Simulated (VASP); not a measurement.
# Cu3O2 (I4/mmm) in VASP: a series of runs

Cu3O2 is run at these levels: PBE; tasks: single point.

Everything below comes from runs of VASP 6.6.1. Logs are shortened: lines on timing, memory, paths and dates and some standing lists are left out, and cuts for length are marked.

### 1 The cell of the first run

It takes space group I4/mmm (No. 139, tetragonal). The conventional cell has a = 3.978 Å, b = 3.978 Å, c = 7.322 Å, α = 90.00°, β = 90.00°, γ = 90.00°. Cu (site symmetry 4/mmm) has 4 O at 1.99 Å and 8 Cu at 2.70 Å within 2.8 Å. Within 2.4 Å of Cu (site symmetry -4m2) lie 2 O at 1.83 Å. O (site symmetry mmm) has 4 Cu at 1.83 to 1.99 Å within 2.4 Å.

### 2 Single point, PBE

INCAR reads:

```
SYSTEM = Cu3O2
PREC = Accurate ; ENCUT = 520
EDIFF = 1E-7 ; ISMEAR = -1
SIGMA = 0.05 ; LREAL = .FALSE.
LASPH = .TRUE. ; NELM = 80
ALGO = Normal ; ISIF = 2
LWAVE = .FALSE. ; LCHARG = .FALSE.
GGA = PE ; NBANDS = 30
```

KPOINTS reads:

```
Automatic mesh
0
G
  9 9 9
  0 0 0
```

POSCAR reads:

```
Cu3O2
1.0
   -1.9889695672      1.9889695672      3.6608592216
    1.9889695672     -1.9889695672      3.6608592216
    1.9889695672      1.9889695672     -3.6608592216
Cu O
3 2
Direct
    0.0000000000      0.0000000000      0.0000000000
    0.7500000000      0.2500000000      0.5000000000
    0.2500000000      0.7500000000      0.5000000000
    0.5000000000      0.0000000000      0.5000000000
    0.0000000000      0.5000000000      0.5000000000
```

Potentials or basis: VASP PAW PBE potentials, release 64 (Cu, O).

Run with:

```sh
$ cat potpaw_PBE.64/Cu/POTCAR potpaw_PBE.64/O/POTCAR > POTCAR
$ mpirun -np 1 vasp_std > vasp.out
```

OUTCAR:

```text
SYSTEM = Cu3O2
   PREC = Accurate
   ENCUT = 520
   EDIFF = 1E-7
   ISMEAR = -1
   LREAL = .FALSE.
   LASPH = .TRUE.
   NELM = 80
   ISIF = 2
   GGA = PE

 ion  position               nearest neighbor table
   1  0.000  0.000  0.000-   4 1.99   5 1.99   5 1.99   4 1.99   2 2.70   3 2.70   2 2.70   3 2.70
                             2 2.70   2 2.70   3 2.70   3 2.70
   2  0.750  0.250  0.500-   4 1.83   5 1.83   1 2.70   1 2.70   1 2.70   1 2.70
   3  0.250  0.750  0.500-   4 1.83   5 1.83   1 2.70   1 2.70   1 2.70   1 2.70
   4  0.500  0.000  0.500-   2 1.83   3 1.83   1 1.99   1 1.99
   5  0.000  0.500  0.500-   2 1.83   3 1.83   1 1.99   1 1.99

  LATTYP: Found a body centered tetragonal cell.
 ALAT       =     3.9779391344
 C/A-ratio  =     1.8405808123

  Lattice vectors:

 A1 = (  -1.9889695672,   1.9889695672,   3.6608592216)
 A2 = (   1.9889695672,  -1.9889695672,   3.6608592216)
 A3 = (   1.9889695672,   1.9889695672,  -3.6608592216)

Analysis of symmetry for initial positions (statically):
=====================================================================
 Subroutine PRICEL returns:
 Original cell was already a primitive cell.

 Routine SETGRP: Setting up the symmetry group for a
 body centered tetragonal supercell.

 Subroutine GETGRP returns: Found 16 space group operations
 (whereof 16 operations were pure point group operations)
 out of a pool of 16 trial point group operations.

The static configuration has the point symmetry D_4h.

Analysis of symmetry for dynamics (positions and initial velocities):
=====================================================================
 Subroutine PRICEL returns:
 Original cell was already a primitive cell.

 Routine SETGRP: Setting up the symmetry group for a
 body centered tetragonal supercell.

 Subroutine GETGRP returns: Found 16 space group operations
 (whereof 16 operations were pure point group operations)
 out of a pool of 16 trial point group operations.

The dynamic configuration has the point symmetry D_4h.

 Subroutine INISYM returns: Found 16 space group operations
 (whereof 16 operations are pure point group operations),
 and found     1 'primitive' translations

----------------------------------------------------------------------------------------

                                     Primitive cell

  volume of cell :      57.9294

  direct lattice vectors                    reciprocal lattice vectors
    -1.988969567  1.988969567  3.660859222     0.000000000  0.251386451  0.136579958
     1.988969567 -1.988969567  3.660859222     0.251386451  0.000000000  0.136579958
     1.988969567  1.988969567 -3.660859222     0.251386451  0.251386451  0.000000000

  length of vectors
     4.616696884  4.616696884  4.616696884     0.286093049  0.286093049  0.355514128

  position of ions in fractional coordinates (direct lattice)
     0.000000000  0.000000000  0.000000000
     0.750000000  0.250000000  0.500000000
     0.250000000  0.750000000  0.500000000
     0.500000000  0.000000000  0.500000000
     0.000000000  0.500000000  0.500000000

  ion indices of the primitive-cell ions
   primitive index   ion index
                 1           1
                 2           2
                 3           3
                 4           4
                 5           5

----------------------------------------------------------------------------------------

 KPOINTS: Automatic mesh

Automatic generation of k-mesh.
 Grid dimensions read from file:
 generate k-points for:    9    9    9

 Generating k-lattice:

  Cartesian coordinates                     Fractional coordinates (reciprocal lattice)
     0.000000000  0.027931828  0.015175551     0.111111111 -0.000000000  0.000000000
     0.027931828  0.000000000  0.015175551    -0.000000000  0.111111111  0.000000000
     0.027931828  0.027931828  0.000000000     0.000000000  0.000000000  0.111111111

  Length of vectors
     0.031788117  0.031788117  0.039501570

  Shift w.r.t. Gamma in fractional coordinates (k-lattice)
     0.000000000  0.000000000  0.000000000

 Subroutine IBZKPT returns following result:
 ===========================================

 Found     75 irreducible k-points:

 Following reciprocal coordinates:
            Coordinates               Weight
  0.000000  0.000000  0.000000      1.000000
  0.111111  0.000000  0.000000      8.000000
  0.222222  0.000000  0.000000      8.000000
  0.333333  0.000000 -0.000000      8.000000
  0.444444  0.000000  0.000000      8.000000
  0.111111  0.111111  0.000000      8.000000
[... 16 lines left out ...]
 -0.333333  0.333333  0.000000      4.000000
  0.444444  0.444444  0.000000      8.000000
 [... further k-points ...]
   k-points           NKPTS =     75   k-points in BZ     NKDIM =     75   number of bands    NBANDS=     30
   number of dos      NEDOS =    301   number of ions     NIONS =      5
   total plane-waves  NPLWV =  46656
   dimension x,y,z NGX =    36 NGY =   36 NGZ =   36
   dimension x,y,z NGXF=    72 NGYF=   72 NGZF=   72
   ions per type =               3   2
   NGX,Y,Z   is equivalent  to a cutoff of  12.96, 12.96, 12.96 a.u.
   NGXF,Y,Z  is equivalent  to a cutoff of  25.93, 25.93, 25.93 a.u.
 SYSTEM =  Cu3O2
   PREC   = accura    normal or accurate (medium, high low for compatibility)
   ISTART =      0    job   : 0-new  1-cont  2-samecut
   ICHARG =      2    charge: 1-file 2-atom 10-const
   ISPIN  =      1    spin polarized calculation?
   LNONCOLLINEAR =      F non collinear calculations
   LSORBIT =      F    spin-orbit coupling
   LASPH  =      T    aspherical Exc in radial PAW
   ENCUT  =  520.0 eV  38.22 Ry    6.18 a.u.   8.58  8.58  8.58*2*pi/ulx,y,z
   NELM   =     80;   NELMIN=  2; NELMDL= -5     # of ELM steps
   EDIFF  = 0.1E-06   stopping-criterion for ELM
   LREAL  =      F    real-space projection
   EDIFFG = 0.1E-05   stopping-criterion for IOM
   NSW    =      0    number of steps for IOM
   IBRION =     -1    ionic relax: 0-MD 1-quasi-New 2-CG
   NFREE  =      0    steps in history (QN), initial steepest desc. (CG)
   ISIF   =      2    stress and relaxation
   ISYM   =      2    0-nonsym 1-usesym 2-fastsym
   POTIM  = 0.5000    time-step for ionic-motion
   TEBEG  =    0.0;   TEEND  =   0.0 temperature during run
   PSTRESS=    0.0 pullay stress
   NELECT =      45.0000    total number of electrons
   NUPDOWN=      -1.0000    fix difference up-down
   EMIN   =  10.00;   EMAX   =-10.00  energy-range for DOS
   EFERMI =   0.00;   METHOD = LEGACY
   ISMEAR =    -1;   SIGMA  =   0.05  broadening in eV -4-tet -1-fermi 0-gaus
   EFERMI_NEDOS =   21; number of points for ismear=-14 and -15
   IALGO  =     38    algorithm
   IMIX   =      4    mixing-type and parameters
     AMIX     =   0.40;   BMIX     =  1.00
     AMIX_MAG =   1.60;   BMIX_MAG =  1.00
  volume/ion in A,a.u.               =      11.59        78.19
  Fermi-wavevector in a.u.,A,eV,Ry     =   1.504917  2.843881 30.814140  2.264775
  Thomas-Fermi vector in A             =   2.615834
   LORBIT       =      0    0 simple, 1 ext, 2 COOP (PROOUT), +10 PAW based schemes
   GGA     = PE    functional components
   LHFCALC =     F    Hartree Fock is set to
   AEXX    =    0.0000 exact exchange contribution
   IVDW    =     0    specifies the selected vdW correction
   LEPSILON=     F    determine dielectric tensor
   LRPA    =     F    only Hartree local field effects (RPA)
 non-spin polarized calculation
  energy-cutoff  :      520.00
  volume of cell :       57.93
 maximum number of plane-waves:      1597
   NGX = 17   NGY = 17   NGZ = 17

 number of electron      45.0000014 magnetization

 Free energy of the ion-electron system (eV)
  ---------------------------------------------------
  ext. energy  EPLUGINS =         0.00000000
  ---------------------------------------------------
  free energy    TOTEN  =       -22.65859974 eV

  energy without entropy =      -22.64330145  energy(sigma->0) =      -22.65095060

 E-fermi :   4.7946     XC(G=0): -11.3819

 val. band max:        4.7772808040   @ k =  -0.2222   0.1111   0.0000
 cond. band min:       4.8128817951   @ k =  -0.3333  -0.3333   0.1111
 fundamental gap:      0.0356009912
 Fermi energy:         4.7946473587

 k-point     1 :       0.0000    0.0000    0.0000
  band No.  band energies     occupation
      1     -14.5805      2.00000
      2     -13.2583      2.00000
      3      -1.8778      2.00000
      4      -0.9535      2.00000
      5      -0.9535      2.00000
      6      -0.3787      2.00000
[... 22 lines left out ...]
     29      15.7904      0.00000
     30      16.1293      0.00000

 k-point     2 :       0.1111    0.0000    0.0000
  band No.  band energies     occupation
      1     -14.5340      2.00000
      2     -13.2887      2.00000
      3      -1.8618      2.00000
      4      -1.0679      2.00000
      5      -0.9063      2.00000
      6      -0.5311      2.00000
[... 22 lines left out ...]
     29      15.4555      0.00000
     30      16.7936      0.00000

 k-point     3 :       0.2222    0.0000    0.0000
  band No.  band energies     occupation
      1     -14.4015      2.00000
      2     -13.3788      2.00000
      3      -1.8130      2.00000
      4      -1.3533      2.00000
      5      -0.8049      2.00000
      6      -0.7687      2.00000
[... 22 lines left out ...]
     29      15.5577      0.00000
     30      16.3976      0.00000

 k-point     4 :       0.3333    0.0000   -0.0000
  band No.  band energies     occupation
      1     -14.2060      2.00000
      2     -13.5256      2.00000
      3      -1.7349      2.00000
      4      -1.6641      2.00000
      5      -1.0830      2.00000
      6      -0.5583      2.00000
[... 22 lines left out ...]
     29      15.1748      0.00000
     30      15.6786      0.00000

 k-point     5 :       0.4444    0.0000    0.0000
  band No.  band energies     occupation
      1     -13.9889      2.00000
      2     -13.7108      2.00000
      3      -1.8697      2.00000
      4      -1.6263      2.00000
      5      -1.2957      2.00000
      6      -0.3390      2.00000
[... 22 lines left out ...]
     29      13.9870      0.00000
     30      15.8170      0.00000
[... 526 lines left out ...]
     29      15.5563      0.00000
     30      16.8252      0.00000

 k-point    22 :      -0.4444    0.3333   -0.0000
  band No.  band energies     occupation
      1     -13.9840      2.00000
      2     -13.5452      2.00000
      3      -2.4610      2.00000
      4      -2.4067      2.00000
      5      -1.0110      2.00000
      6      -0.7239      2.00000
[... 22 lines left out ...]
     29      15.3641      0.00000
     30      15.8331      0.00000

 k-point    23 :      -0.3333    0.3333    0.0000
  band No.  band energies     occupation
      1     -14.0980      2.00000
      2     -13.4767      2.00000
      3      -2.3626      2.00000
      4      -2.2713      2.00000
      5      -0.9909      2.00000
      6      -0.5569      2.00000
[... 22 lines left out ...]
     29      15.2027      0.00000
     30      15.5246      0.00000

 k-point    24 :       0.4444    0.4444    0.0000
  band No.  band energies     occupation
      1     -13.8997      2.00000
      2     -13.5795      2.00000
      3      -2.6604      2.00000
      4      -2.4787      2.00000
      5      -1.0651      2.00000
      6      -0.8968      2.00000
[... 22 lines left out ...]
     29      15.6133      0.00000
     30      15.8339      0.00000

 [... further k-points ...]
[... 5 lines left out ...]
  --------------------------------------------------------------------------------------
  -------------------------------------------------------------------------------------
  Total        1.9639510      1.9639510      2.4170238      0.0000000     -0.0000000      0.0000000
  in kB       54.3177696     54.3177696     66.8485834      0.0000000     -0.0000000      0.0000000
  external PRESSURE =      58.4947076 kB  Pullay stress =       0.0000000 kB

 VOLUME and BASIS-vectors are now :
 -----------------------------------------------------------------------------
  energy-cutoff  :      520.00
  volume of cell :       57.93
      direct lattice vectors                 reciprocal lattice vectors
    -1.988969567  1.988969567  3.660859222     0.000000000  0.251386451  0.136579958
     1.988969567 -1.988969567  3.660859222     0.251386451  0.000000000  0.136579958
     1.988969567  1.988969567 -3.660859222     0.251386451  0.251386451  0.000000000

 POSITION                                       TOTAL-FORCE (eV/Angst)
 -----------------------------------------------------------------------------------
      0.00000      0.00000      0.00000        -0.000000      0.000000      0.000000
     -0.00000      1.98897      1.83043        -0.000000      0.000000     -0.000000
      1.98897     -0.00000      1.83043         0.000000     -0.000000      0.000000
      0.00000      1.98897      0.00000        -0.000000      0.000000      0.000000
      1.98897      0.00000      0.00000        -0.000000      0.000000      0.000000
 -----------------------------------------------------------------------------------
    total drift:                                0.000000      0.000000      0.000000

  FREE ENERGIE OF THE ION-ELECTRON SYSTEM (eV)
  ---------------------------------------------------
  free  energy   TOTEN  =       -22.6585997411 eV

  energy  without entropy=      -22.6433014503  energy(sigma->0) =      -22.65095060
```

Run time: 5.1 min. Hardware: 1 thread of AMD EPYC 7R43 (Zen 3), shared host; peak memory 0.22 GiB.

What came out:

- Free energy: -22.6586 eV
- Pressure: 5.8 GPa
- Band gap on the k mesh: zero (an odd number of electrons rules out a gap without spin polarisation)

Caveat: the cell stands under pressure; an odd number of electrons without spin polarisation forces a metal; a magnetic or distorted state may lie lower.

[end of part 1 of 3]
